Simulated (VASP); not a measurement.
# Fe: relaxation of cell and atoms with PBE

The system is Fe.

```xyz
1
Lattice="-1.4430 1.4430 1.4430 1.4430 -1.4430 1.4430 1.4430 1.4430 -1.4430" Properties=species:S:1:pos:R:3 pbc="T T T"
Fe    0.0000    0.0000    0.0000
```

```yaml
Program: VASP 6.6.1
Task: relaxation of cell and atoms
Functional: PBE
Potentials_or_basis: VASP PAW PBE potentials, release 64 (Fe)
Cutoff: 600 eV
k_mesh: 13 × 13 × 13
Occupations: fermi-dirac, width 0.05 eV
Spin: collinear spin, ferromagnetic start
Starting_moments: "[3.0] μB"
Target_pressure: 30 GPa
Dipole_correction: no
Further_INCAR_settings: ALGO = Normal; EDIFF = 1e-06; IBRION = 2; EDIFFG = -0.01; NSW = 60; ISIF = 3
```

| Item | Value |
| --- | --- |
| Relaxed volume | 10.08 Å³/atom |
| Relaxed cell | a = 2.357 Å, b = 2.357 Å, c = 2.357 Å, α = 109.47°, β = 109.47°, γ = 109.47° |
| Space group after relaxing (to 0.05 Å) | Im-3m (No. 229) |
| Energy change on relaxing (the enthalpy is what falls) | +77.5 meV/atom |
| Ionic steps | 5 |
| Pressure after relaxing | 30.0 GPa |
| Band gap on the k mesh | zero (filled and empty bands overlap) |
| Net moment | 2.00 μB per cell |
| Site moments | Fe +1.97 μB |
| Valence electrons inside the program's atomic spheres | Fe 7.55 |

The path:
```
step  energy change (eV)  largest force (eV/Å)  pressure (GPa)  volume (Å³)
   1              0.0000                0.0000           -9.19        12.02
   2              1.5521                0.0000          194.79         7.60
   3              0.0520                0.0000           25.14        10.23
   4              0.0705                0.0000           28.72        10.12
   5              0.0775                0.0000           30.03        10.08
```

Final structure:
```cif
data_structure
_symmetry_space_group_name_H-M 'P 1'
_symmetry_Int_Tables_number 1
_cell_length_a 2.3571
_cell_length_b 2.3571
_cell_length_c 2.3571
_cell_angle_alpha 109.471
_cell_angle_beta 109.471
_cell_angle_gamma 109.471
_cell_volume 10.08
loop_
_atom_site_label
_atom_site_type_symbol
_atom_site_fract_x
_atom_site_fract_y
_atom_site_fract_z
_atom_site_occupancy
Fe1 Fe 0.00000 0.00000 0.00000 1
```

Levels at points of the mesh, in eV from the Fermi level:
Spin up:
```
           k point  band 1  band 2  band 3  band 4  band 5  band 6  band 7  band 8  band 9  band 10
(0.00, 0.00, 0.00)   -9.28   -2.65   -2.65   -2.65   -1.18   -1.18   26.07   26.07   26.07    31.99
```
Spin down:
| k point | band 1 | band 2 | band 3 | band 4 | band 5 | band 6 |
| --- | --- | --- | --- | --- | --- | --- |
| (0.00, 0.00, 0.00) | -9.08 | -0.95 | -0.95 | -0.95 | 1.41 | 1.41 |

Wall time 34 s on 1 thread of Intel(R) Xeon(R) 6975P-C (Granite Rapids), on a shared host, peak memory 0.15 GiB.

Caveat: the cell is relaxed towards a set pressure, so the enthalpy falls and the energy may rise; the volume moved by over 15 % at a fixed basis, so the end points are rough.
